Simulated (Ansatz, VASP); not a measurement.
# BeS: VASP beside Ansatz

INCAR

```
ALGO = Normal ; EDIFF = 1E-6
ENCUT = 520 ; GGA = PE
ISIF = 2 ; ISMEAR = -1
LASPH = True ; LCHARG = False
LREAL = False ; LWAVE = False
NBANDS = 11 ; NELM = 100
PREC = Accurate ; SIGMA = 0.02
```

Contents of KPOINTS:

```
k-points
0
Gamma
  10 10 10
```

File POSCAR:

```
BeS
1.0
    0.0427541333      2.3172971951      2.3172971951
    2.3172971951      0.0427541333      2.3172971951
    2.3600513284      2.3600513284      0.0000000000
Be S
1 1
Direct
    0.0000000000      0.0000000000      0.0000000000
    0.5000000000      0.5000000000      0.5000000000
```

Input for Ansatz:

```yaml
crystal:
  lattice:
    - [0.0427541333, 2.3172971951, 2.3172971951]
    - [2.3172971951, 0.0427541333, 2.3172971951]
    - [2.3600513284, 2.3600513284, 0.0]
  atoms:
    - { symbol: Be, position: [0.0, 0.0, 0.0] }
    - { symbol: S, position: [0.5, 0.5, 0.5] }
kpoints:
  mp_grid: { grid: [10, 10, 10] }
  band_path:
    path:
      - [0.0, 0.0, 0.0]
      - [0.5, 0.0, 0.5]
      - [0.625, 0.25, 0.625]
      - [0.375, 0.375, 0.75]
      - [0.5, 0.5, 0.5]
      - [0.5, 0.25, 0.75]
      - [0.143229, 0.143229, 0.286458]
      - [0.5, 0.5, 0.0]
    npoints: 1
hamiltonian:
  xc: pbe
scf:
  occupations: { method: fermi_dirac, width: 0.02 }
  n_extra_bands: 4
output:
  forces: true
  stress: true
  eigenvalues: true
  write_density: true
  write_potential: true
  elf: true
  volumetric_format: npy
```

Change from the starting cell: shear_xy strain +3.7%.

Alike in both runs: task single point; functional PBE; k mesh 10 × 10 × 10; occupations fermi-dirac, width 0.02 eV; no spin polarisation.

|  | VASP | Ansatz |
| --- | --- | --- |
| version | VASP 6.6.1 | Ansatz 0.2.0 |
| potentials or method | VASP PAW PBE potentials, release 64 (Be, S) | plane waves, PAW |
| plane-wave cutoff (eV) | 520 | 420 |
| valence electrons in the cell | 8 | 8 |

Ansatz gave:

- gap on the k mesh at the Fermi level (eV): 0.76
- pressure (GPa): -0.3
- traceless stress, the component that is largest in VASP (GPa): -4.28

Question: What did VASP give for the same quantities?

Answer: gap on the k mesh at the Fermi level (eV): 0.77; pressure (GPa): -0.4; traceless stress, the component that is largest in VASP (GPa): -4.27.
